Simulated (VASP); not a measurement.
Runs of VASP 6.6.1 on HgTe. The structure is that of space group P4/nmm (No. 129), or close to it. The cells are those of the table. 

```tsv
task	cell	k mesh	cutoff (eV)	gap on the mesh (eV)	pressure (GPa)	relaxed volume (Å³/atom)	largest force (eV/Å)
relaxation of cell and atoms	relaxed from a = 4.832, b = 4.832, c = 4.905 Å, 4 atoms	10 × 10 × 10	600	none	0.0	28.70	0.01
single point	a = 4.832, b = 4.832, c = 4.905 Å, 4 atoms	4 × 4 × 4	520	none	0.1	-	0.01
single point	a = 4.197, b = 4.197, c = 6.286 Å, 4 atoms	4 × 4 × 4	520	none	(a)	-	8.57
relaxation of cell and atoms	relaxed from a = 4.197, b = 4.197, c = 6.286 Å, 4 atoms	4 × 4 × 4	600	none	0.1	28.89	0.01
```

Alike in all rows: level PBE+D3(BJ); potentials or basis VASP PAW PBE potentials, release 64 (Hg, Te); no spin polarisation; smearing gaussian 0.1 eV.

Q: Estimate the missing entries.

A: (a) 38.0.

Caveats: some runs use coarse meshes; spin-orbit coupling is left out, which moves the levels of the heavy elements; pairwise dispersion overbinds metals, which lowers pressure and volume (some runs); forces of over 1 eV/Å act on the atoms, so gaps and moduli don't describe the material at rest (some runs).

A k mesh can miss the band edges, and the runs leave out spin-orbit coupling on Hg, Te.

A gap of «none» marks levels without a gap at the run's occupations.
